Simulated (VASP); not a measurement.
# CaO (I4/mmm) in VASP: notebook, part 2 of 2

VASP 6.6.1.

## (6) Single point, LDA (film at in-plane strain -0.01)

Contents of INCAR:

```
ALGO = Normal
EDIFF = 1E-6
ENCUT = 520
GGA = CA
ISIF = 2
ISMEAR = 0
LASPH = T
LCHARG = T
LELF = T
LREAL = F
LVHAR = T
LWAVE = F
NBANDS = 15
NELM = 60
PREC = Accurate
SIGMA = 0.01
```

Contents of KPOINTS:

```
k-points
0
Gamma
  8 8 8
```

Contents of POSCAR:

```
CaO
1.0
    2.3304103203      2.3304103203      0.0000000000
   -2.3304103203      2.3304103203      0.0000000000
    0.0000000000      2.3304103203      2.3656204692
Ca O
1 1
Direct
    0.0000000000      0.0000000000      0.0000000000
    0.5000000000      0.5000000000      0.0000000000
```

Potentials or basis: VASP PAW LDA potentials, release 64 (Ca_sv, O).

On the command line:

```
> cat potpaw_LDA.64/Ca_sv/POTCAR potpaw_LDA.64/O/POTCAR > POTCAR
> mpirun -np 1 vasp_std > vasp.out
```

OUTCAR:

```text
EDIFF = 1E-6
   ENCUT = 520
   GGA = CA
   ISIF = 2
   ISMEAR = 0
   LASPH = T
   LREAL = F
   NELM = 60
   PREC = Accurate

 ion  position               nearest neighbor table
   1  0.000  0.000  0.000-   2 2.33   2 2.33   2 2.33   2 2.33   2 2.37   2 2.37
   2  0.500  0.500  0.000-   1 2.33   1 2.33   1 2.33   1 2.33   1 2.37   1 2.37

  LATTYP: Found a body centered tetragonal cell.
 ALAT       =     3.2956978809
 C/A-ratio  =     1.4355809026

  Lattice vectors:

 A1 = (   2.3304103203,   0.0000000000,  -2.3656204692)
 A2 = (  -2.3304103203,   0.0000000000,  -2.3656204692)
 A3 = (   0.0000000000,   2.3304103203,   2.3656204692)

Analysis of symmetry for initial positions (statically):
=====================================================================
 Subroutine PRICEL returns:
 Original cell was already a primitive cell.

 Routine SETGRP: Setting up the symmetry group for a
 body centered tetragonal supercell.

 Subroutine GETGRP returns: Found 16 space group operations
 (whereof 16 operations were pure point group operations)
 out of a pool of 16 trial point group operations.

The static configuration has the point symmetry D_4h.

Analysis of symmetry for dynamics (positions and initial velocities):
=====================================================================
 Subroutine PRICEL returns:
 Original cell was already a primitive cell.

 Routine SETGRP: Setting up the symmetry group for a
 body centered tetragonal supercell.

 Subroutine GETGRP returns: Found 16 space group operations
 (whereof 16 operations were pure point group operations)
 out of a pool of 16 trial point group operations.

The dynamic configuration has the point symmetry D_4h.

 Subroutine INISYM returns: Found 16 space group operations
 (whereof 16 operations are pure point group operations),
 and found     1 'primitive' translations

----------------------------------------------------------------------------------------

                                     Primitive cell

  volume of cell :      25.6945

  direct lattice vectors                    reciprocal lattice vectors
     2.330410320  2.330410320  0.000000000     0.214554491  0.214554491 -0.211361039
    -2.330410320  2.330410320  0.000000000    -0.214554491  0.214554491 -0.211361039
     0.000000000  2.330410320  2.365620469     0.000000000  0.000000000  0.422722078

  length of vectors
     3.295697881  3.295697881  3.320688553     0.369784732  0.369784732  0.422722078

  position of ions in fractional coordinates (direct lattice)
     0.000000000  0.000000000  0.000000000
     0.500000000  0.500000000  0.000000000

  ion indices of the primitive-cell ions
   primitive index   ion index
                 1           1
                 2           2

----------------------------------------------------------------------------------------

 KPOINTS: k-points

Automatic generation of k-mesh.
 Grid dimensions read from file:
 generate k-points for:    8    8    8

 Generating k-lattice:

  Cartesian coordinates                     Fractional coordinates (reciprocal lattice)
     0.026819311  0.026819311 -0.026420130     0.125000000  0.000000000  0.000000000
    -0.026819311  0.026819311 -0.026420130     0.000000000  0.125000000  0.000000000
     0.000000000  0.000000000  0.052840260     0.000000000  0.000000000  0.125000000

  Length of vectors
     0.046223091  0.046223091  0.052840260

  Shift w.r.t. Gamma in fractional coordinates (k-lattice)
     0.000000000  0.000000000  0.000000000

 Subroutine IBZKPT returns following result:
 ===========================================

 Found     59 irreducible k-points:

 Following reciprocal coordinates:
            Coordinates               Weight
  0.000000  0.000000  0.000000      1.000000
  0.125000  0.000000  0.000000      8.000000
  0.250000  0.000000  0.000000      8.000000
  0.375000  0.000000  0.000000      8.000000
  0.500000  0.000000  0.000000      4.000000
  0.125000  0.125000  0.000000      8.000000
[... 16 lines left out ...]
  0.250000  0.000000  0.125000      4.000000
  0.375000  0.000000  0.125000      8.000000
 [... further k-points ...]
   k-points           NKPTS =     59   k-points in BZ     NKDIM =     59   number of bands    NBANDS=     15
   number of dos      NEDOS =    301   number of ions     NIONS =      2
   total plane-waves  NPLWV =  21952
   dimension x,y,z NGX =    28 NGY =   28 NGZ =   28
   dimension x,y,z NGXF=    56 NGYF=   56 NGZF=   56
   ions per type =               1   1
   NGX,Y,Z   is equivalent  to a cutoff of  14.12, 14.12, 14.02 a.u.
   NGXF,Y,Z  is equivalent  to a cutoff of  28.25, 28.25, 28.04 a.u.
 SYSTEM =  unknown system
   PREC   = accura    normal or accurate (medium, high low for compatibility)
   ISTART =      0    job   : 0-new  1-cont  2-samecut
   ICHARG =      2    charge: 1-file 2-atom 10-const
   ISPIN  =      1    spin polarized calculation?
   LNONCOLLINEAR =      F non collinear calculations
   LSORBIT =      F    spin-orbit coupling
   LASPH  =      T    aspherical Exc in radial PAW
   ENCUT  =  520.0 eV  38.22 Ry    6.18 a.u.   6.13  6.13  6.17*2*pi/ulx,y,z
   NELM   =     60;   NELMIN=  2; NELMDL= -5     # of ELM steps
   EDIFF  = 0.1E-05   stopping-criterion for ELM
   LREAL  =      F    real-space projection
   EDIFFG = 0.1E-04   stopping-criterion for IOM
   NSW    =      0    number of steps for IOM
   IBRION =     -1    ionic relax: 0-MD 1-quasi-New 2-CG
   NFREE  =      0    steps in history (QN), initial steepest desc. (CG)
   ISIF   =      2    stress and relaxation
   ISYM   =      2    0-nonsym 1-usesym 2-fastsym
   POTIM  = 0.5000    time-step for ionic-motion
   TEBEG  =    0.0;   TEEND  =   0.0 temperature during run
   PSTRESS=    0.0 pullay stress
   NELECT =      16.0000    total number of electrons
   NUPDOWN=      -1.0000    fix difference up-down
   EMIN   =  10.00;   EMAX   =-10.00  energy-range for DOS
   EFERMI =   0.00;   METHOD = LEGACY
   ISMEAR =     0;   SIGMA  =   0.01  broadening in eV -4-tet -1-fermi 0-gaus
   EFERMI_NEDOS =   21; number of points for ismear=-14 and -15
   IALGO  =     38    algorithm
   IMIX   =      4    mixing-type and parameters
     AMIX     =   0.40;   BMIX     =  1.00
     AMIX_MAG =   1.60;   BMIX_MAG =  1.00
  volume/ion in A,a.u.               =      12.85        86.70
  Fermi-wavevector in a.u.,A,eV,Ry     =   1.397982  2.641803 26.590591  1.954353
  Thomas-Fermi vector in A             =   2.521185
   LORBIT       =      0    0 simple, 1 ext, 2 COOP (PROOUT), +10 PAW based schemes
   GGA     = CA    functional components
   LHFCALC =     F    Hartree Fock is set to
   AEXX    =    0.0000 exact exchange contribution
   IVDW    =     0    specifies the selected vdW correction
   LEPSILON=     F    determine dielectric tensor
   LRPA    =     F    only Hartree local field effects (RPA)
 non-spin polarized calculation
 Gauss-broadening in eV      SIGMA  =   0.01
  energy-cutoff  :      520.00
  volume of cell :       25.69
 maximum number of plane-waves:       717
 NGX is ok and might be reduce to    28
   NGX = 13   NGY = 13   NGZ = 13

 number of electron      16.0000000 magnetization

 Free energy of the ion-electron system (eV)
  ---------------------------------------------------
  ext. energy  EPLUGINS =         0.00000000
  ---------------------------------------------------
  free energy    TOTEN  =       -14.21233878 eV

  energy without entropy =      -14.21233878  energy(sigma->0) =      -14.21233878

 E-fermi :   2.6591     XC(G=0): -11.4136

 val. band max:        2.4988522686   @ k =   0.0000   0.0000   0.0000
 cond. band min:       5.8720359510   @ k =   0.5000   0.5000   0.0000
 fundamental gap:      3.3731836823
 Fermi energy:         2.6590944555

 k-point     1 :       0.0000    0.0000    0.0000
  band No.  band energies     occupation
      1     -34.2865      2.00000
      2     -15.2671      2.00000
      3     -15.2617      2.00000
      4     -15.2617      2.00000
      5     -12.8795      2.00000
      6       2.4484      2.00000
      7       2.4989      2.00000
      8       2.4989      2.00000
      9       7.6848      0.00000
     10       8.6859      0.00000
     11       8.8015      0.00000
     12       8.8015      0.00000
     13      10.4050      0.00000
     14      10.5426      0.00000
[... 401 lines left out ...]
      2     -16.3760      2.00000
      3     -15.4380      2.00000
      4     -15.2806      2.00000
      5     -11.7017      2.00000
      6       0.3890      2.00000
      7       1.3543      2.00000
      8       1.7088      2.00000
      9       8.7810      0.00000
     10      10.0248      0.00000
     11      10.0786      0.00000
     12      10.8617      0.00000
     13      12.4582      0.00000
     14      12.9186      0.00000
     15      18.9672      0.00000

 [... further k-points ...]
[... 5 lines left out ...]
  --------------------------------------------------------------------------------------
  -------------------------------------------------------------------------------------
  Total        0.6793392      0.6793392      0.1523358      0.0000000     -0.0000000      0.0000000
  in kB       42.3601410     42.3601410      9.4988890      0.0000000     -0.0000000      0.0000000
  external PRESSURE =      31.4063903 kB  Pullay stress =       0.0000000 kB

 VOLUME and BASIS-vectors are now :
 -----------------------------------------------------------------------------
  energy-cutoff  :      520.00
  volume of cell :       25.69
      direct lattice vectors                 reciprocal lattice vectors
     2.330410320  2.330410320  0.000000000     0.214554491  0.214554491 -0.211361039
    -2.330410320  2.330410320  0.000000000    -0.214554491  0.214554491 -0.211361039
     0.000000000  2.330410320  2.365620469     0.000000000  0.000000000  0.422722078

 POSITION                                       TOTAL-FORCE (eV/Angst)
 -----------------------------------------------------------------------------------
      0.00000      0.00000      0.00000         0.000000     -0.000000      0.000000
      0.00000      2.33041      0.00000         0.000000      0.000000      0.000000
 -----------------------------------------------------------------------------------
    total drift:                               -0.000000      0.000000     -0.000000

  FREE ENERGIE OF THE ION-ELECTRON SYSTEM (eV)
  ---------------------------------------------------
  free  energy   TOTEN  =       -14.2123387778 eV

  energy  without entropy=      -14.2123387778  energy(sigma->0) =      -14.21233878
```

stdout:

```text
POSCAR found type information on POSCAR CaO
 POSCAR found :  2 types and       2 ions
 scaLAPACK will be used
 LDA part: xc-table for (Slater(with rela. corr.)+CA(PZ))
 , standard interpolation
 POSCAR, INCAR and KPOINTS ok, starting setup
 FFT: planning ... GRIDC
 FFT: planning ... GRID_SOFT
 FFT: planning ... GRID
 WAVECAR not read
 entering main loop
```

Run time: 16 s. Hardware: 1 thread of Intel Xeon 6975P-C, shared host; peak memory 0.16 GiB.

What came out:

- Free energy: -14.2123 eV
- Pressure: 3.1 GPa
- Band gap on the k mesh: 3.37 eV, indirect (least direct gap 3.73 eV)

Stress tensor (GPa, compression positive):
```
4.24 0.00 0.00
0.00 4.24 0.00
0.00 0.00 0.95
```

Levels at points of the mesh, in eV from the valence-band top:
```csv
k point,band 4,band 5,band 6,band 7,band 8,band 9,band 10,band 11,band 12,band 13
"(0.00, 0.00, 0.00)",-17.76,-15.38,-0.05,0.00,0.00,5.19,6.19,6.30,6.30,7.91
"(0.50, 0.00, 0.00)",-17.82,-13.76,-2.92,-1.42,-1.41,7.30,8.70,8.72,8.89,10.98
"(0.50, 0.50, 0.00)",-18.07,-15.14,-1.24,-0.41,-0.36,3.37,8.59,9.31,9.99,10.11
"(0.00, 0.00, 0.50)",-18.06,-15.14,-1.34,-0.34,-0.34,3.42,8.58,9.30,10.04,10.04
```

Caveat: the cell differs from its parent crystal (film at in-plane strain -0.01).

## (7) Summary

| cell | gap on the mesh (eV) | pressure (GPa) |
| --- | --- | --- |
| a = 3.262, b = 3.262, c = 3.316 Å, angles 60.5, 60.5, 90.0°, 2 atoms | 3.33 | 5.3 |
| a = 3.262, b = 3.262, c = 3.313 Å, angles 60.5, 60.5, 90.0°, 2 atoms | 3.33 | 5.6 |
| a = 3.296, b = 3.296, c = 3.321 Å, angles 60.2, 60.2, 90.0°, 2 atoms | 3.37 | 3.1 |
| a = 3.296, b = 3.296, c = 3.322 Å, angles 60.3, 60.3, 90.0°, 2 atoms | 3.37 | 3.0 |

Alike in all rows: task single point; level LDA; potentials or basis VASP PAW LDA potentials, release 64 (Ca_sv, O); no spin polarisation; k mesh 8 × 8 × 8; cutoff (eV) 520; smearing gaussian 0.01 eV.

Total energies depend on the potentials used, so only differences within one code and one set of settings carry meaning.
